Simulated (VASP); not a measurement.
Set up this calculation in VASP 6.6.1, as the native input.

```yaml
Task: single point
Functional: PBEsol
Potentials_or_basis: VASP PAW PBE potentials, release 64 (Mg)
Cutoff: 520 eV
k_mesh: 20 × 20 × 20
Occupations: gaussian, width 0.1 eV
Spin: no spin polarisation
Dipole_correction: no
Further_INCAR_settings: ALGO = Fast; EDIFF = 1e-06; NBANDS = 7
```

The structure of Mg lies in POSCAR:

```
Mg
1.0
   -1.4467735339      1.4467735339      1.4467735339
    1.4467735339     -1.4467735339      1.4467735339
    1.4467735339      1.4467735339     -1.4467735339
Mg
1
Direct
    0.0000000000      0.0000000000      0.0000000000
```

This isn't the form of Mg at room conditions, which is hcp.

These files were run (other wordings do the same):

INCAR

```
ALGO = Fast
EDIFF = 1E-6
ENCUT = 520
GGA = PS
ISIF = 2
ISMEAR = 0
LASPH = True
LCHARG = False
LREAL = False
LWAVE = False
NBANDS = 7
NELM = 80
PREC = Accurate
SIGMA = 0.1
```

KPOINTS

```
k-points
0
Gamma
  20 20 20
```

Potentials or basis: VASP PAW PBE potentials, release 64 (Mg).

Command:

```sh
$ cat potpaw_PBE.64/Mg/POTCAR > POTCAR
$ mpirun -np 1 vasp_std > vasp.out
```

It gave:

```
Pressure               : 76.8 GPa
Band gap on the k mesh : zero (bands 1 and 2 overlap by 4.79 eV)
```

Caveat: the cell stands under pressure; the PAW data sets were made with another functional, which shifts forces and pressure a little.

It took 30 s on 1 thread of Intel Xeon 8259CL (shared host), peak memory 0.14 GiB.
